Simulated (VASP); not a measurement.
# SiH10C20 in VASP: single point with PBE

Aim: the single point of SiH10C20 with PBE.

Everything below comes from runs of VASP 6.6.1. Logs are shortened: lines on timing, memory, paths and dates and some standing lists are left out, and cuts for length are marked.

### Step 1. The cell of the first run

The cell holds a slab with vacuum, 31 atoms: a = 5.049 Å, b = 5.049 Å, c = 15.836 Å, α = 90.00°, β = 90.00°, γ = 90.00°.

### Step 2. Single point, PBE, collinear spin, ferromagnetic start

The input, INCAR:

```
PREC = Accurate
ENCUT = 520
EDIFF = 1E-6
ISMEAR = 0
SIGMA = 0.02
LREAL = Auto
LASPH = True
NELM = 150
ALGO = Normal
ISIF = 2
LWAVE = False
LCHARG = False
ISPIN = 2
MAGMOM = 0 0 0 0 0 0 0 0 0 0 0 0 0 0 0 0 0 0 0 0 0 0 0 0 0 0 0 0 0 0 1
LORBIT = 11
GGA = PE
NBANDS = 72
```

The input, KPOINTS:

```
Automatic mesh
0
Gamma
  2 2 1
```

The input, POSCAR:

```
SiH10C20
1.0
    5.0487420000      0.0000000000      0.0000000000
    0.0000000000      5.0487420000      0.0000000000
    0.0000000000      0.0000000000     15.8355610000
H C Si
10 20 1
Direct
    0.4277868800      0.0000000000      0.0631490100
    0.0722131600      0.0000000000      0.0631490100
    0.9277869200      0.0000000000      0.0631490100
    0.5722132000      0.0000000000      0.0631490100
    0.4277868800      0.5000000400      0.0631490100
    0.0722131600      0.5000000400      0.0631490100
    0.9277869200      0.5000000400      0.0631490100
    0.5722132000      0.5000000400      0.0631490100
    0.2462720415      0.5032237534      0.3880693478
    0.7537300100      0.5032268558      0.3880687268
    0.2500000200      0.0000000000      0.1032296900
    0.7500000600      0.0000000000      0.1032296900
    0.2500000200      0.5000000400      0.1032296900
    0.7500000600      0.5000000400      0.1032296900
    0.2500000200      0.2500000200      0.1595901800
    0.7500000600      0.2500000200      0.1595901800
    0.2500000200      0.7500000600      0.1595901800
    0.7500000600      0.7500000600      0.1595901800
    0.0000019369      0.2534626648      0.2099799544
    0.4999990537      0.2458613561      0.2137584713
   -0.0000030486      0.7521826928      0.2187401414
    0.5000002305      0.7480421433      0.2218836730
   -0.0000012985      0.0211885026      0.2682841779
    0.4999999512      0.0116317071      0.2785522792
    0.0000016567      0.4851102923      0.2722419510
    0.4999980719      0.4793790700      0.2739270317
    0.2387729232      0.0850965227      0.3265601844
    0.7612274970      0.0851115296      0.3265605302
    0.2469634282      0.4129362828      0.3243653312
    0.7530341127      0.4129221831      0.3243677576
    0.9999875256     -0.0300317425      0.4185364144
```

Potentials or basis: VASP PAW PBE potentials, release 64 (H, C, Si).

Command:

```console
cat potpaw_PBE.64/H/POTCAR potpaw_PBE.64/C/POTCAR potpaw_PBE.64/Si/POTCAR > POTCAR
mpirun -np 1 vasp_std > vasp.out
```

OUTCAR:

```text
PREC = Accurate
   ENCUT = 520
   EDIFF = 1E-6
   ISMEAR = 0
   LREAL = Auto
   LASPH = True
   NELM = 150
   ISIF = 2
   ISPIN = 2
   LORBIT = 11
   GGA = PE

 ion  position               nearest neighbor table
   1  0.428  0.000  0.063-   4 0.73  11 1.10
   2  0.072  0.000  0.063-   3 0.73  11 1.10
   3  0.928  0.000  0.063-   2 0.73  12 1.10
   4  0.572  0.000  0.063-   1 0.73  12 1.10
   5  0.428  0.500  0.063-   8 0.73  13 1.10
   6  0.072  0.500  0.063-   7 0.73  13 1.10
   7  0.928  0.500  0.063-   6 0.73  14 1.10
   8  0.572  0.500  0.063-   5 0.73  14 1.10
   9  0.246  0.503  0.388-  29 1.11
  10  0.754  0.503  0.388-  30 1.11
  11  0.250  0.000  0.103-   1 1.10   2 1.10  17 1.55  15 1.55
  12  0.750  0.000  0.103-   4 1.10   3 1.10  18 1.55  16 1.55
  13  0.250  0.500  0.103-   5 1.10   6 1.10  17 1.55  15 1.55
  14  0.750  0.500  0.103-   8 1.10   7 1.10  18 1.55  16 1.55
  15  0.250  0.250  0.160-  19 1.49  20 1.53  11 1.55  13 1.55
  16  0.750  0.250  0.160-  19 1.49  20 1.53  12 1.55  14 1.55
  17  0.250  0.750  0.160-  11 1.55  13 1.55  21 1.57  22 1.60
  18  0.750  0.750  0.160-  12 1.55  14 1.55  21 1.57  22 1.60
  19  0.000  0.253  0.210-  23 1.49  15 1.49  16 1.49  25 1.53
  20  0.500  0.246  0.214-  26 1.52  15 1.53  16 1.53  24 1.57
  21  1.000  0.752  0.219-  23 1.57  18 1.57  17 1.57  25 1.59
  22  0.500  0.748  0.222-  26 1.59  18 1.60  17 1.60  24 1.61
  23  1.000  0.021  0.268-  19 1.49  27 1.55  28 1.55  21 1.57  31 2.39
  24  0.500  0.012  0.279-  20 1.57  27 1.57  28 1.57  22 1.61
  25  0.000  0.485  0.272-  19 1.53  29 1.54  30 1.54  21 1.59
  26  0.500  0.479  0.274-  20 1.52  29 1.54  30 1.54  22 1.59
  27  0.239  0.085  0.327-  23 1.55  24 1.57  29 1.66  31 1.98
  28  0.761  0.085  0.327-  23 1.55  24 1.57  30 1.66  31 1.98
  29  0.247  0.413  0.324-   9 1.11  25 1.54  26 1.54  27 1.66
  30  0.753  0.413  0.324-  10 1.11  25 1.54  26 1.54  28 1.66
  31  1.000  0.970  0.419-  28 1.98  27 1.98  23 2.39

  LATTYP: Found a simple tetragonal cell.
 ALAT       =     5.0487420000
 C/A-ratio  =     3.1365359925

  Lattice vectors:

 A1 = (   5.0487420000,   0.0000000000,   0.0000000000)
 A2 = (   0.0000000000,   5.0487420000,   0.0000000000)
 A3 = (   0.0000000000,   0.0000000000,  15.8355610000)

Analysis of symmetry for initial positions (statically):
=====================================================================
 Subroutine PRICEL returns:
 Original cell was already a primitive cell.

 Routine SETGRP: Setting up the symmetry group for a
 simple tetragonal supercell.

 Subroutine GETGRP returns: Found  1 space group operations
 (whereof  1 operations were pure point group operations)
 out of a pool of 16 trial point group operations.

The static configuration has the point symmetry C_1 .

Analysis of symmetry for dynamics (positions and initial velocities):
=====================================================================
 Subroutine PRICEL returns:
 Original cell was already a primitive cell.

 Routine SETGRP: Setting up the symmetry group for a
 simple tetragonal supercell.

 Subroutine GETGRP returns: Found  1 space group operations
 (whereof  1 operations were pure point group operations)
 out of a pool of 16 trial point group operations.

The dynamic configuration has the point symmetry C_1 .

Analysis of structural, dynamic, and magnetic symmetry:
=====================================================================
 Subroutine PRICEL returns:
 Original cell was already a primitive cell.

 Routine SETGRP: Setting up the symmetry group for a
 simple tetragonal supercell.

 Subroutine GETGRP returns: Found  1 space group operations
 (whereof  1 operations were pure point group operations)
 out of a pool of 16 trial point group operations.

The overall configuration has the point symmetry C_1 .

 Subroutine INISYM returns: Found  1 space group operations
 (whereof  1 operations are pure point group operations),
 and found     1 'primitive' translations

----------------------------------------------------------------------------------------

                                     Primitive cell

  volume of cell :     403.6452

  direct lattice vectors                    reciprocal lattice vectors
     5.048742000  0.000000000  0.000000000     0.198069143  0.000000000  0.000000000
     0.000000000  5.048742000  0.000000000     0.000000000  0.198069143  0.000000000
[... 95 lines left out ...]

 Found      4 irreducible k-points:

 Following reciprocal coordinates:
            Coordinates               Weight
  0.000000  0.000000  0.000000      1.000000
  0.500000  0.000000  0.000000      1.000000
  0.000000  0.500000  0.000000      1.000000
  0.500000  0.500000  0.000000      1.000000
   k-points           NKPTS =      4   k-points in BZ     NKDIM =      4   number of bands    NBANDS=     72
   number of dos      NEDOS =    301   number of ions     NIONS =     31
   total plane-waves  NPLWV = 192000
   dimension x,y,z NGX =    40 NGY =   40 NGZ =  120
   dimension x,y,z NGXF=    80 NGYF=   80 NGZF=  240
   ions per type =              10  20   1
   NGX,Y,Z   is equivalent  to a cutoff of  13.17, 13.17, 12.60 a.u.
   NGXF,Y,Z  is equivalent  to a cutoff of  26.34, 26.34, 25.20 a.u.
 SYSTEM =  unknown system
   PREC   = accura    normal or accurate (medium, high low for compatibility)
   ISTART =      0    job   : 0-new  1-cont  2-samecut
   ICHARG =      2    charge: 1-file 2-atom 10-const
   ISPIN  =      2    spin polarized calculation?
   LNONCOLLINEAR =      F non collinear calculations
   LSORBIT =      F    spin-orbit coupling
   LASPH  =      T    aspherical Exc in radial PAW
   ENCUT  =  520.0 eV  38.22 Ry    6.18 a.u.   9.39  9.39 29.44*2*pi/ulx,y,z
   NELM   =    150;   NELMIN=  2; NELMDL= -5     # of ELM steps
   EDIFF  = 0.1E-05   stopping-criterion for ELM
   LREAL  =      T    real-space projection
   EDIFFG = 0.1E-04   stopping-criterion for IOM
   NSW    =      0    number of steps for IOM
   IBRION =     -1    ionic relax: 0-MD 1-quasi-New 2-CG
   NFREE  =      0    steps in history (QN), initial steepest desc. (CG)
   ISIF   =      2    stress and relaxation
   ISYM   =      2    0-nonsym 1-usesym 2-fastsym
   POTIM  = 0.5000    time-step for ionic-motion
   TEBEG  =    0.0;   TEEND  =   0.0 temperature during run
   PSTRESS=    0.0 pullay stress
   NELECT =      94.0000    total number of electrons
   NUPDOWN=      -1.0000    fix difference up-down
   EMIN   =  10.00;   EMAX   =-10.00  energy-range for DOS
   EFERMI =   0.00;   METHOD = LEGACY
   ISMEAR =     0;   SIGMA  =   0.02  broadening in eV -4-tet -1-fermi 0-gaus
   EFERMI_NEDOS =   21; number of points for ismear=-14 and -15
   IALGO  =     38    algorithm
   IMIX   =      4    mixing-type and parameters
     AMIX     =   0.40;   BMIX     =  1.00
     AMIX_MAG =   1.60;   BMIX_MAG =  1.00
  volume/ion in A,a.u.               =      13.02        87.87
  Fermi-wavevector in a.u.,A,eV,Ry     =   1.007204  1.903340 13.802569  1.014460
  Thomas-Fermi vector in A             =   2.139994
   LORBIT       =     11    0 simple, 1 ext, 2 COOP (PROOUT), +10 PAW based schemes
   GGA     = PE    functional components
   LHFCALC =     F    Hartree Fock is set to
   AEXX    =    0.0000 exact exchange contribution
   IVDW    =     0    specifies the selected vdW correction
   LEPSILON=     F    determine dielectric tensor
   LRPA    =     F    only Hartree local field effects (RPA)
 spin polarized calculation
 Gauss-broadening in eV      SIGMA  =   0.02
  energy-cutoff  :      520.00
  volume of cell :      403.65
 maximum number of plane-waves:     10887
 NGX is ok and might be reduce to    40
   NGX = 19   NGY = 19   NGZ = 59

 number of electron      94.0000009 magnetization      -0.0000591

 number of electron      94.0000009 magnetization       0.0000425

 Free energy of the ion-electron system (eV)
  ---------------------------------------------------
  ext. energy  EPLUGINS =         0.00000000
  ---------------------------------------------------
  free energy    TOTEN  =      -204.56081719 eV

  energy without entropy =     -204.56081372  energy(sigma->0) =     -204.56081546

 E-fermi :   1.4186     XC(G=0):  -5.9635

 val. band max:        1.3642280337   @ k =   0.0000   0.5000   0.0000
 cond. band min:       1.4729558390   @ k =   0.5000   0.5000   0.0000
 fundamental gap:      0.1087278053
 Fermi energy:         1.4186003523

 spin component 1

 k-point     1 :       0.0000    0.0000    0.0000
  band No.  band energies     occupation
      1     -19.7568      1.00000
      2     -17.5494      1.00000
      3     -15.6032      1.00000
      4     -15.1909      1.00000
      5     -15.1679      1.00000
      6     -15.1406      1.00000
[... 237 lines left out ...]
     58       6.8641      0.00000
     59       6.9919      0.00000
 Fermi energy:         1.4186003523

 spin component 2

 k-point     1 :       0.0000    0.0000    0.0000
  band No.  band energies     occupation
      1     -19.7568      1.00000
      2     -17.5494      1.00000
      3     -15.6032      1.00000
      4     -15.1909      1.00000
      5     -15.1679      1.00000
      6     -15.1406      1.00000
[... 237 lines left out ...]
     58       6.8630      0.00000
     59       6.9897      0.00000
 [bands above 59 left out]

------------------------ aborting loop because EDIFF is reached ----------------------------------------

  FORCE on cell =-STRESS in cart. coord.  units (eV):
  Direction    XX          YY          ZZ          XY          YZ          ZX
  --------------------------------------------------------------------------------------
  -------------------------------------------------------------------------------------
  Total       69.8851519     -6.1977139     -4.3709016     -0.0000620      0.0078167      0.0009438
  in kB      277.3931207    -24.6004072    -17.3492940     -0.0002460      0.0310267      0.0037462
  external PRESSURE =      78.4811398 kB  Pullay stress =       0.0000000 kB

 VOLUME and BASIS-vectors are now :
 -----------------------------------------------------------------------------
  energy-cutoff  :      520.00
  volume of cell :      403.65
      direct lattice vectors                 reciprocal lattice vectors
     5.048742000  0.000000000  0.000000000     0.198069143  0.000000000  0.000000000
     0.000000000  5.048742000  0.000000000     0.000000000  0.198069143  0.000000000
     0.000000000  0.000000000 15.835561000     0.000000000  0.000000000  0.063149010

 POSITION                                       TOTAL-FORCE (eV/Angst)
 -----------------------------------------------------------------------------------
      2.15979      0.00000      1.00000        -8.961067     -0.034185      0.070769
      0.36459      0.00000      1.00000         8.960004     -0.061220      0.071996
      4.68416      0.00000      1.00000        -8.960018     -0.061218      0.071998
      2.88896      0.00000      1.00000         8.961064     -0.034181      0.070762
      2.15979      2.52437      1.00000        -8.954801      0.073650      0.038222
      0.36459      2.52437      1.00000         8.964117      0.024177      0.102275
[... 23 lines left out ...]
      3.80187      2.08474      5.13655        -0.005699     -0.010384      0.016964
      5.04868      4.89712      6.62776         0.000506     -0.004681      0.005613
 -----------------------------------------------------------------------------------
    total drift:                                0.000151     -0.014614      0.032547

  FREE ENERGIE OF THE ION-ELECTRON SYSTEM (eV)
  ---------------------------------------------------
  free  energy   TOTEN  =      -204.5608171947 eV

  energy  without entropy=     -204.5608137156  energy(sigma->0) =     -204.56081546

 total charge

# of ion       s       p       d       tot
------------------------------------------
    1        0.743   0.102   0.000   0.845
    2        0.743   0.102   0.000   0.845
    3        0.743   0.102   0.000   0.845
    4        0.743   0.102   0.000   0.845
    5        0.743   0.102   0.000   0.845
    6        0.742   0.102   0.000   0.845
[... 23 lines left out ...]
   30        0.835   1.698   0.000   2.534
   31        0.884   0.691   0.000   1.575
--------------------------------------------------
tot         24.804  36.302   0.000  61.106

 magnetization (x)

# of ion       s       p       d       tot
------------------------------------------
    1        0.000   0.000   0.000   0.000
    2        0.000   0.000   0.000   0.000
    3        0.000   0.000   0.000   0.000
    4        0.000   0.000   0.000   0.000
    5        0.000  -0.000   0.000   0.000
    6        0.000  -0.000   0.000   0.000
[... 23 lines left out ...]
   30        0.000   0.000   0.000   0.000
   31        0.000   0.000   0.000   0.000
--------------------------------------------------
tot          0.000   0.000   0.000   0.000
```

Run time: 19 min. Hardware: 1 thread of AMD EPYC 7R43 (Zen 3), shared host; peak memory 0.61 GiB.

What came out:

```yaml
Free_energy: -204.5608 eV
Largest_force: 8.965 eV/Å
Band_gap_on_the_k_mesh: 0.11 eV, indirect (least direct gap 0.19 eV)
Net_moment: 0.00 μB per cell
Valence_electrons_inside_the_program's_atomic_spheres: H 0.84, 0.69; C 2.68, 2.60, 2.51, 2.61, 2.50, 2.46, 2.59, 2.48, 2.56, 2.53; Si 1.57
```

Forces in eV/Å, atoms in the order of the input:
```
H   -8.961 -0.034  0.071
H    8.960 -0.061  0.072
H   -8.960 -0.061  0.072
H    8.961 -0.034  0.071
H   -8.955  0.074  0.038
H    8.964  0.024  0.102
H   -8.964  0.024  0.102
H    8.955  0.074  0.038
H    0.001  0.011  0.017
H   -0.001  0.011  0.018
C    0.119 -0.119  0.965
C   -0.119 -0.119  0.965
C    0.336  0.142  0.970
C   -0.336  0.142  0.970
C    0.375 -0.033 -2.816
C   -0.374 -0.033 -2.816
C    0.144  0.006  0.526
C   -0.144  0.006  0.526
C    0.000 -0.010 -0.007
C    0.000 -0.010 -0.003
C    0.000  0.008  0.010
C    0.000 -0.002  0.007
C    0.000 -0.024  0.004
C    0.000 -0.033  0.006
C   -0.001  0.043  0.000
C    0.000  0.029  0.002
C    0.017  0.004  0.024
C   -0.018  0.003  0.024
C    0.006 -0.013  0.019
C   -0.006 -0.010  0.017
Si   0.001 -0.005  0.006
```

Caveat: the k points lie up to 0.62 Å⁻¹ apart.
